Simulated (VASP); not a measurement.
# Li (P6_3/mmc) in VASP: notebook

The runs below take Li through single point, with PBEsol.

Program: VASP 6.6.1. These are calculated values, not measurements. Logs are shortened: lines on timing, memory, paths and dates and some standing lists are left out, and cuts for length are marked.

### 1 The cell of the first run

The structure is hexagonal, space group P6_3/mmc (No. 194). The conventional cell has a = 3.058 Å, b = 3.058 Å, c = 9.965 Å, α = 90.00°, β = 90.00°, γ = 120.00°. Within 4.0 Å of Li (site symmetry -3m) lie 12 Li at 3.05 to 3.06 Å. Li (site symmetry -6m2) has 12 Li at 3.05 to 3.06 Å within 4.0 Å.

This isn't the form of Li at room conditions, which is bcc.

### 2 Single point, PBEsol

Contents of INCAR:

```
SYSTEM = Li
PREC = Accurate
ENCUT = 520
EDIFF = 1E-7
ISMEAR = -1
SIGMA = 0.1
LREAL = .FALSE.
LASPH = .TRUE.
NELM = 80
ALGO = Normal
ISIF = 2
LWAVE = .FALSE.
LCHARG = .FALSE.
GGA = PS
NBANDS = 14
```

Contents of KPOINTS:

```
regular mesh
0
G
  12 12 3
  0 0 0
```

Contents of POSCAR:

```
Li
1.0
    3.0583375306      0.0000000000      0.0000000000
   -1.5291687653      2.6485979949      0.0000000000
    0.0000000000      0.0000000000      9.9649218466
Li
4
Direct
    1.0000000000      0.0000000000      1.0000000000
    1.0000000000      1.0000000000      0.5000000000
    0.3333333333      0.6666666667      0.2500000000
    0.6666666667      0.3333333333      0.7500000000
```

Potentials or basis: VASP PAW PBE potentials, release 64 (Li_sv).

Command:

```sh
cat potpaw_PBE.64/Li_sv/POTCAR > POTCAR
mpirun -np 1 vasp_std > vasp.out
```

OUTCAR:

```text
SYSTEM = Li
   PREC = Accurate
   ENCUT = 520
   EDIFF = 1E-7
   ISMEAR = -1
   LREAL = .FALSE.
   LASPH = .TRUE.
   NELM = 80
   ISIF = 2
   GGA = PS

 ion  position               nearest neighbor table
   1  0.000  0.000  0.000-
   2  0.000  0.000  0.500-
   3  0.333  0.667  0.250-
   4  0.667  0.333  0.750-

  LATTYP: Found a hexagonal cell.
 ALAT       =     3.0583375306
 C/A-ratio  =     3.2582806008

  Lattice vectors:

 A1 = (   3.0583375306,   0.0000000000,   0.0000000000)
 A2 = (  -1.5291687653,   2.6485979949,   0.0000000000)
 A3 = (   0.0000000000,   0.0000000000,   9.9649218466)

Analysis of symmetry for initial positions (statically):
=====================================================================
 Subroutine PRICEL returns:
 Original cell was already a primitive cell.

 Routine SETGRP: Setting up the symmetry group for a
 hexagonal supercell.

 Subroutine GETGRP returns: Found 24 space group operations
 (whereof 12 operations were pure point group operations)
 out of a pool of 24 trial point group operations.

The static configuration has the point symmetry D_3d.
 The point group associated with its full space group is D_6h.

Analysis of symmetry for dynamics (positions and initial velocities):
=====================================================================
 Subroutine PRICEL returns:
 Original cell was already a primitive cell.

 Routine SETGRP: Setting up the symmetry group for a
 hexagonal supercell.

 Subroutine GETGRP returns: Found 24 space group operations
 (whereof 12 operations were pure point group operations)
 out of a pool of 24 trial point group operations.

The dynamic configuration has the point symmetry D_3d.
 The point group associated with its full space group is D_6h.

 Subroutine INISYM returns: Found 24 space group operations
 (whereof 12 operations are pure point group operations),
 and found     1 'primitive' translations

----------------------------------------------------------------------------------------

                                     Primitive cell

  volume of cell :      80.7189

  direct lattice vectors                    reciprocal lattice vectors
     3.058337531  0.000000000  0.000000000     0.326975028  0.188779120  0.000000000
    -1.529168765  2.648597995  0.000000000     0.000000000  0.377558241  0.000000000
     0.000000000  0.000000000  9.964921847     0.000000000  0.000000000  0.100352016

  length of vectors
     3.058337531  3.058337531  9.964921847     0.377558241  0.377558241  0.100352016

  position of ions in fractional coordinates (direct lattice)
     0.000000000  0.000000000  0.000000000
     0.000000000  0.000000000  0.500000000
     0.333333333  0.666666667  0.250000000
     0.666666667  0.333333333  0.750000000

  ion indices of the primitive-cell ions
   primitive index   ion index
                 1           1
                 2           2
                 3           3
                 4           4

----------------------------------------------------------------------------------------

 KPOINTS: regular mesh

Automatic generation of k-mesh.
 Grid dimensions read from file:
 generate k-points for:   12   12    3

 Generating k-lattice:

  Cartesian coordinates                     Fractional coordinates (reciprocal lattice)
     0.027247919  0.015731593  0.000000000     0.083333333 -0.000000000  0.000000000
     0.000000000  0.031463187  0.000000000     0.000000000  0.083333333  0.000000000
     0.000000000  0.000000000  0.033450672     0.000000000  0.000000000  0.333333333

  Length of vectors
     0.031463187  0.031463187  0.033450672

  Shift w.r.t. Gamma in fractional coordinates (k-lattice)
     0.000000000  0.000000000  0.000000000

 Subroutine IBZKPT returns following result:
 ===========================================

 Found     38 irreducible k-points:

 Following reciprocal coordinates:
            Coordinates               Weight
  0.000000  0.000000  0.000000      1.000000
  0.083333  0.000000  0.000000      6.000000
  0.166667  0.000000  0.000000      6.000000
  0.250000  0.000000  0.000000      6.000000
  0.333333  0.000000  0.000000      6.000000
  0.416667  0.000000  0.000000      6.000000
[... 16 lines left out ...]
  0.250000  0.000000  0.333333     12.000000
  0.333333  0.000000  0.333333     12.000000
 [... further k-points ...]
   k-points           NKPTS =     38   k-points in BZ     NKDIM =     38   number of bands    NBANDS=     14
   number of dos      NEDOS =    301   number of ions     NIONS =      4
   total plane-waves  NPLWV =  46080
   dimension x,y,z NGX =    24 NGY =   24 NGZ =   80
   dimension x,y,z NGXF=    48 NGYF=   48 NGZF=  160
   ions per type =               4
   NGX,Y,Z   is equivalent  to a cutoff of  13.05, 13.05, 13.35 a.u.
   NGXF,Y,Z  is equivalent  to a cutoff of  26.09, 26.09, 26.69 a.u.
 SYSTEM =  Li
   PREC   = accura    normal or accurate (medium, high low for compatibility)
   ISTART =      0    job   : 0-new  1-cont  2-samecut
   ICHARG =      2    charge: 1-file 2-atom 10-const
   ISPIN  =      1    spin polarized calculation?
   LNONCOLLINEAR =      F non collinear calculations
   LSORBIT =      F    spin-orbit coupling
   LASPH  =      T    aspherical Exc in radial PAW
   ENCUT  =  520.0 eV  38.22 Ry    6.18 a.u.   5.69  5.69 18.53*2*pi/ulx,y,z
   NELM   =     80;   NELMIN=  2; NELMDL= -5     # of ELM steps
   EDIFF  = 0.1E-06   stopping-criterion for ELM
   LREAL  =      F    real-space projection
   EDIFFG = 0.1E-05   stopping-criterion for IOM
   NSW    =      0    number of steps for IOM
   IBRION =     -1    ionic relax: 0-MD 1-quasi-New 2-CG
   NFREE  =      0    steps in history (QN), initial steepest desc. (CG)
   ISIF   =      2    stress and relaxation
   ISYM   =      2    0-nonsym 1-usesym 2-fastsym
   POTIM  = 0.5000    time-step for ionic-motion
   TEBEG  =    0.0;   TEEND  =   0.0 temperature during run
   PSTRESS=    0.0 pullay stress
   NELECT =      12.0000    total number of electrons
   NUPDOWN=      -1.0000    fix difference up-down
   EMIN   =  10.00;   EMAX   =-10.00  energy-range for DOS
   EFERMI =   0.00;   METHOD = LEGACY
   ISMEAR =    -1;   SIGMA  =   0.10  broadening in eV -4-tet -1-fermi 0-gaus
   EFERMI_NEDOS =   21; number of points for ismear=-14 and -15
   IALGO  =     38    algorithm
   IMIX   =      4    mixing-type and parameters
     AMIX     =   0.40;   BMIX     =  1.00
     AMIX_MAG =   1.60;   BMIX_MAG =  1.00
  volume/ion in A,a.u.               =      20.18       136.18
  Fermi-wavevector in a.u.,A,eV,Ry     =   0.867248  1.638862 10.233209  0.752120
  Thomas-Fermi vector in A             =   1.985755
   LORBIT       =      0    0 simple, 1 ext, 2 COOP (PROOUT), +10 PAW based schemes
   GGA     = PS    functional components
   LHFCALC =     F    Hartree Fock is set to
   AEXX    =    0.0000 exact exchange contribution
   IVDW    =     0    specifies the selected vdW correction
   LEPSILON=     F    determine dielectric tensor
   LRPA    =     F    only Hartree local field effects (RPA)
 non-spin polarized calculation
  energy-cutoff  :      520.00
  volume of cell :       80.72
 maximum number of plane-waves:      2193
 NGX is ok and might be reduce to    24
   NGX = 11   NGY = 11   NGZ = 37

 number of electron      11.9999999 magnetization

 Free energy of the ion-electron system (eV)
  ---------------------------------------------------
  ext. energy  EPLUGINS =         0.00000000
  ---------------------------------------------------
  free energy    TOTEN  =        -7.90354904 eV

  energy without entropy =       -7.83994969  energy(sigma->0) =       -7.87174936

 E-fermi :   0.6025     XC(G=0):  -7.0285

 val. band max:        0.5786326509   @ k =   0.5000   0.0000   0.0000
 cond. band min:       0.6157515719   @ k =   0.3333   0.1667   0.3333
 fundamental gap:      0.0371189210
 Fermi energy:         0.6024556238

 k-point     1 :       0.0000    0.0000    0.0000
  band No.  band energies     occupation
      1     -45.2656      2.00000
      2     -45.2559      2.00000
      3     -45.2557      2.00000
      4     -45.2461      2.00000
      5      -2.9215      2.00000
      6      -1.8040      2.00000
      7      -1.8030      2.00000
      8       0.6326      0.85026
      9       3.6060      0.00000
     10       8.6801      0.00000
     11       8.6853      0.00000
     12      13.1916      0.00000
     13      13.1917      0.00000
     14      13.7732      0.00000

 k-point     2 :       0.0833    0.0000    0.0000
  band No.  band energies     occupation
      1     -45.2645      2.00000
      2     -45.2552      2.00000
      3     -45.2549      2.00000
      4     -45.2455      2.00000
      5      -2.8113      2.00000
      6      -1.6906      2.00000
      7      -1.6896      2.00000
      8       0.7786      0.29333
      9       3.6469      0.00000
     10       8.7250      0.00000
     11       8.7381      0.00000
     12      12.0203      0.00000
     13      12.3630      0.00000
     14      13.1347      0.00000

 k-point     3 :       0.1667    0.0000    0.0000
  band No.  band energies     occupation
      1     -45.2614      2.00000
      2     -45.2529      2.00000
      3     -45.2526      2.00000
      4     -45.2440      2.00000
      5      -2.4802      2.00000
      6      -1.3514      2.00000
      7      -1.3503      2.00000
      8       1.2157      0.00433
      9       3.7544      0.00000
     10       8.6748      0.00000
     11       8.8142      0.00000
     12      10.2416      0.00000
     13      11.0585      0.00000
     14      11.2570      0.00000
[... 324 lines left out ...]
 k-point    23 :       0.2500    0.0000    0.3333
  band No.  band energies     occupation
      1     -45.2558      2.00000
      2     -45.2532      2.00000
      3     -45.2459      2.00000
      4     -45.2432      2.00000
      5      -1.8024      2.00000
      6      -1.4244      2.00000
      7       0.0863      1.98860
      8       1.1616      0.00743
      9       4.8579      0.00000
     10       6.5296      0.00000
     11       8.1596      0.00000
     12       8.6264      0.00000
     13       9.7848      0.00000
     14      10.4796      0.00000

 k-point    24 :       0.3333    0.0000    0.3333
  band No.  band energies     occupation
      1     -45.2512      2.00000
      2     -45.2491      2.00000
      3     -45.2435      2.00000
      4     -45.2414      2.00000
      5      -1.0363      2.00000
      6      -0.6633      1.99999
      7       0.8322      0.18265
      8       1.9285      0.00000
      9       4.5563      0.00000
     10       5.4908      0.00000
     11       7.0135      0.00000
     12       7.6274      0.00000
     13       8.6084      0.00000
     14       8.9149      0.00000

 [... further k-points ...]
[... 5 lines left out ...]
  --------------------------------------------------------------------------------------
  -------------------------------------------------------------------------------------
  Total       -0.0252934     -0.0252934     -0.0265053      0.0000000     -0.0000000      0.0000000
  in kB       -0.5020438     -0.5020438     -0.5261004      0.0000000     -0.0000000      0.0000000
  external PRESSURE =      -0.5100627 kB  Pullay stress =       0.0000000 kB

 VOLUME and BASIS-vectors are now :
 -----------------------------------------------------------------------------
  energy-cutoff  :      520.00
  volume of cell :       80.72
      direct lattice vectors                 reciprocal lattice vectors
     3.058337531  0.000000000  0.000000000     0.326975028  0.188779120  0.000000000
    -1.529168765  2.648597995  0.000000000     0.000000000  0.377558241  0.000000000
     0.000000000  0.000000000  9.964921847     0.000000000  0.000000000  0.100352016

 POSITION                                       TOTAL-FORCE (eV/Angst)
 -----------------------------------------------------------------------------------
      0.00000      0.00000      0.00000         0.000000     -0.000000     -0.000000
      0.00000      0.00000      4.98246         0.000000     -0.000000     -0.000000
     -0.00000      1.76573      2.49123         0.000000     -0.000000     -0.000000
      1.52917      0.88287      7.47369        -0.000000      0.000000      0.000000
 -----------------------------------------------------------------------------------
    total drift:                               -0.000000      0.000000     -0.000000

  FREE ENERGIE OF THE ION-ELECTRON SYSTEM (eV)
  ---------------------------------------------------
  free  energy   TOTEN  =        -7.9035490431 eV

  energy  without entropy=       -7.8399496858  energy(sigma->0) =       -7.87174936
```

It took 1.8 min on 1 thread of AMD EPYC, shared host; peak memory 0.16 GiB.

Results:

```
Free energy            : -7.9035 eV
Band gap on the k mesh : zero (bands 6 and 7 overlap by 4.00 eV)
```

Caveat: the cutoff is under 1.25 times the usual one of these potentials, so pressure, stress and relaxed cells hold a basis-set (Pulay) error; the PAW data sets were made with another functional, which shifts forces and pressure a little.

(Continued in part 2 of 2.)

The gap in the log of VASP goes by the Fermi energy; the results here count the filled bands.